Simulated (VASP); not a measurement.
# CdTe4 (I-43m) in VASP: notebook, part 2 of 2

VASP 6.6.1. Earlier steps stand in the parts before.

### Step 3. Relaxation of cell and atoms, PBE

The input, INCAR:

```
SYSTEM = CdTe4
ALGO = Normal
EDIFF = 1E-6
EDIFFG = -0.04
ENCUT = 600
GGA = PE
IBRION = 2
ISIF = 3
ISMEAR = 0
LASPH = .TRUE.
LCHARG = .FALSE.
LREAL = .FALSE.
LWAVE = .FALSE.
NELM = 60
NSW = 90
PREC = Accurate
SIGMA = 0.1
```

The input, KPOINTS:

```
k-points
0
G
  4 4 4
  0 0 0
```

The input, POSCAR:

```
CdTe4
1.0
   -3.7087014400      3.7087014400      3.7087014400
    3.7087014400     -3.7087014400      3.7087014400
    3.7087014400      3.7087014400     -3.7087014400
Cd Te
1 4
Direct
    0.0000000000      0.0000000000      0.0000000000
    0.3495999900      0.3495999900      0.3495999900
    0.6504000100      0.0000000000      0.0000000000
    0.0000000000      0.0000000000      0.6504000100
    0.0000000000      0.6504000100      0.0000000000
```

Potentials or basis: VASP PAW PBE potentials, release 64 (Cd, Te).

The run is started by

```bash
$ cat potpaw_PBE.64/Cd/POTCAR potpaw_PBE.64/Te/POTCAR > POTCAR
$ mpirun -np 1 vasp_std > vasp.out
```

OUTCAR:

```text
SYSTEM = CdTe4
   EDIFF = 1E-6
   EDIFFG = -0.04
   ENCUT = 600
   GGA = PE
   IBRION = 2
   ISIF = 3
   ISMEAR = 0
   LASPH = .TRUE.
   LREAL = .FALSE.
   NELM = 60
   NSW = 90
   PREC = Accurate

 ion  position               nearest neighbor table
   1  0.000  0.000  0.000-   2 2.25   3 2.25   4 2.25   5 2.25
   2  0.350  0.350  0.350-   1 2.25   4 3.67   5 3.67   3 3.67
   3  0.650  0.000  0.000-   1 2.25   2 3.67   4 3.67   5 3.67
   4  0.000  0.000  0.650-   1 2.25   2 3.67   3 3.67   5 3.67
   5  0.000  0.650  0.000-   1 2.25   2 3.67   3 3.67   4 3.67

  LATTYP: Found a body centered cubic cell.
 ALAT       =     7.4174028800

  Lattice vectors:

 A1 = (  -3.7087014400,   3.7087014400,   3.7087014400)
 A2 = (   3.7087014400,  -3.7087014400,   3.7087014400)
 A3 = (   3.7087014400,   3.7087014400,  -3.7087014400)

Analysis of symmetry for initial positions (statically):
=====================================================================
 Subroutine PRICEL returns:
 Original cell was already a primitive cell.

 Routine SETGRP: Setting up the symmetry group for a
 body centered cubic supercell.

 Subroutine GETGRP returns: Found 24 space group operations
 (whereof 24 operations were pure point group operations)
[... 146 lines left out ...]

 number of electron      36.0000002 magnetization

 Free energy of the ion-electron system (eV)
  ---------------------------------------------------
  ext. energy  EPLUGINS =         0.00000000
  ---------------------------------------------------
  free energy    TOTEN  =        -3.33783267 eV

  energy without entropy =       -3.30600591  energy(sigma->0) =       -3.32191929

------------------------ aborting loop because EDIFF is reached ----------------------------------------

  FORCE on cell =-STRESS in cart. coord.  units (eV):
  Direction    XX          YY          ZZ          XY          YZ          ZX
  --------------------------------------------------------------------------------------
  -------------------------------------------------------------------------------------
  Total       22.9341184     22.9341184     22.9341184     -0.0000000     -0.0000000      0.0000000
  in kB      180.0806392    180.0806392    180.0806392     -0.0000000     -0.0000000      0.0000000
  external PRESSURE =     180.0806392 kB  Pullay stress =       0.0000000 kB
[... 515 lines left out ...]
     21       7.5668      0.00000
     22       9.1846      0.00000

[... ionic steps 4 to 26 ...]

--------------------------------------- Ionic step       27  -------------------------------------------

 number of electron      36.0000002 magnetization

------------------------ aborting loop because EDIFF is reached ----------------------------------------
[... 73 lines left out ...]
--------------------------------------- Ionic step       29  -------------------------------------------

 number of electron      35.9999999 magnetization

 Free energy of the ion-electron system (eV)
  ---------------------------------------------------
  ext. energy  EPLUGINS =         0.00000000
  ---------------------------------------------------
  free energy    TOTEN  =       -12.13257835 eV

  energy without entropy =      -12.10390999  energy(sigma->0) =      -12.11824417

 E-fermi :   4.7982     XC(G=0):  -8.9950

 val. band max:        4.4469280192   @ k =   0.2500   0.2500   0.0000
 cond. band min:       4.8040484532   @ k =   0.5000   0.5000   0.2500
 fundamental gap:      0.3571204340
 Fermi energy:         4.7982017092
[... 230 lines left out ...]
  FREE ENERGIE OF THE ION-ELECTRON SYSTEM (eV)
  ---------------------------------------------------
  free  energy   TOTEN  =       -12.1325783516 eV

  energy  without entropy=      -12.1039099931  energy(sigma->0) =      -12.11824417

 reached required accuracy - stopping structural energy minimisation
```

OSZICAR:

```text
N       E                     dE             d eps       ncg     rms          rms(c)
DAV:   1     0.238488224401E+03    0.23849E+03   -0.15809E+04   352   0.151E+03
DAV:   2     0.107489454181E+02   -0.22774E+03   -0.22334E+03   436   0.279E+02
DAV:   3    -0.365968916063E+01   -0.14409E+02   -0.14182E+02   376   0.696E+01
[... 334 lines left out ...]
DAV:   6    -0.121325821302E+02   -0.24754E-05   -0.23270E-05   376   0.353E-02    0.686E-02
DAV:   7    -0.121325889710E+02   -0.68408E-05   -0.36585E-06   306   0.165E-02    0.539E-02
DAV:   8    -0.121325762025E+02    0.12769E-04   -0.26441E-05   364   0.625E-02    0.586E-02
DAV:   9    -0.121325782458E+02   -0.20434E-05   -0.20512E-06   272   0.174E-02    0.558E-02
DAV:  10    -0.121325783516E+02   -0.10572E-06   -0.11580E-07   176   0.275E-03
  29 F= -.12132578E+02 E0= -.12118244E+02  d E =-.901361E-03
```

CONTCAR:

```text
CdTe4
   1.00000000000000
    -3.4802027402727873    3.4802027402727878    3.4802027402727873
     3.4802027402727873   -3.4802027402727878    3.4802027402727873
     3.4802027402727873    3.4802027402727878   -3.4802027402727873
  Cd              Te
     1     4
Direct
     0.0000000000000000    0.0000000000000000    0.0000000000000000
     0.4998855941198040    0.4998855941198040    0.4998855941198040
     0.5001144058801960    0.0000000000000000    0.0000000000000000
     0.0000000000000000    0.0000000000000000    0.5001144058801960
     0.0000000000000000    0.5001144058801960    0.0000000000000000

  0.00000000E+00  0.00000000E+00  0.00000000E+00
  0.00000000E+00  0.00000000E+00  0.00000000E+00
  0.00000000E+00  0.00000000E+00  0.00000000E+00
  0.00000000E+00  0.00000000E+00  0.00000000E+00
  0.00000000E+00  0.00000000E+00  0.00000000E+00
```

It took 14 min on 1 thread of AMD EPYC 9R45 (Zen 5), shared host; peak memory 0.41 GiB.

Results:

| Quantity | Value |
| --- | --- |
| Free energy | -12.1326 eV |
| Relaxed volume | 33.72 Å³/atom |
| Relaxed cell | a = 6.028 Å, b = 6.028 Å, c = 6.028 Å, α = 109.47°, β = 109.47°, γ = 109.47° |
| Space group after relaxing (to 0.1 Å) | Im-3m (No. 229) |
| Energy gained by relaxing | 1758.9 meV/atom |
| Ionic steps | 29 |
| Pressure after relaxing | 0.0 GPa |
| Band gap on the k mesh | zero (bands 18 and 19 overlap by 2.87 eV) |

Step by step:
```tsv
step	energy change (eV)	largest force (eV/Å)	pressure (GPa)	volume (Å³)
1	0.0000	9.2225	18.01	204.04
2	-3.4801	0.5243	-3.62	371.68
3	-5.7240	0.6001	-2.33	275.08
4	-5.7488	0.7286	-2.09	271.36
5	-5.7627	0.9993	-1.54	264.45
6	-5.7636	0.9445	-1.65	265.77
7	-6.1103	1.0542	-1.72	250.06
8	-7.1090	1.3922	-0.48	206.69
9	-6.7392	2.0828	18.20	135.58
10	-7.4210	2.0266	2.87	179.08
11	-7.2874	2.3000	11.22	148.44
12	-7.4886	2.2944	5.99	163.67
13	-7.6127	2.1432	6.10	161.93
14	-7.9003	1.6930	6.54	156.77
15	-8.0932	0.9219	8.95	146.78
16	-8.3612	0.7109	6.35	151.46
17	-8.7342	0.2718	1.02	165.20
18	-8.7552	0.1910	-0.05	169.01
19	-8.7562	0.1750	-0.29	169.92
20	-8.7583	0.1668	-0.23	169.76
21	-8.7640	0.1440	-0.15	169.26
22	-8.7726	0.1083	0.02	168.26
23	-8.7806	0.0712	0.52	166.27
24	-8.7847	0.0675	0.35	167.02
25	-8.7916	0.0505	-0.16	169.26
26	-8.7918	0.0413	-0.30	169.89
27	-8.7935	0.0168	-0.27	169.79
28	-8.7938	0.0022	-0.25	169.72
29	-8.7947	0.0015	0.04	168.61
```

Final structure:
```yaml
crystal:
  lattice:
    - [-3.48020, 3.48020, 3.48020]
    - [3.48020, -3.48020, 3.48020]
    - [3.48020, 3.48020, -3.48020]
  atoms:
    - { symbol: Cd, position: [0.00000, 0.00000, 0.00000] }
    - { symbol: Te, position: [0.49989, 0.49989, 0.49989] }
    - { symbol: Te, position: [0.50011, 0.00000, 0.00000] }
    - { symbol: Te, position: [0.00000, 0.00000, 0.50011] }
    - { symbol: Te, position: [0.00000, 0.50011, 0.00000] }
```

Caveat: the volume moved by over 15 % at a fixed basis, so the end points are rough; spin-orbit coupling is left out, which moves the levels of the heavy elements.
